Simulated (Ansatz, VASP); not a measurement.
## Two plane-wave programs on Ca3Bi

```xyz
4
Lattice="6.6787 0.0000 0.0000 -3.3394 5.7840 0.0000 0.0000 0.0000 3.5665" Properties=species:S:1:pos:R:3 pbc="T T T"
Ca    1.6696    0.9639    3.0779
Ca    5.0091    0.9639    3.0779
Ca    3.3394    3.8561    3.0779
Bi    0.0000    3.8560    1.2909
```

Alike in both runs: functional PBE; k mesh 6 × 6 × 4; occupations gaussian, width 0.1 eV; no spin polarisation.

Ansatz relaxed the structure, and its values are those at the end. VASP's run is a single point on that final structure, the one shown.

```csv
,VASP,Ansatz
version,VASP 6.6.1,Ansatz 0.2.0
potentials or method,"VASP PAW PBE potentials, release 64 (Ca_sv, Bi_d), cutoff 520 eV","scalar-relativistic, plane waves, PAW"
valence electrons in the cell,45,45
```

```csv
,VASP,Ansatz,Ansatz less VASP
gap on the k mesh at the Fermi level (eV),none,none,-
pressure (GPa),0.2,0.2,-0.01
```

A gap of «none» marks a metal or a gap that the smearing closes.

The k mesh is coarse, so the values compare programs but aren't converged. Spin-orbit coupling is off throughout.
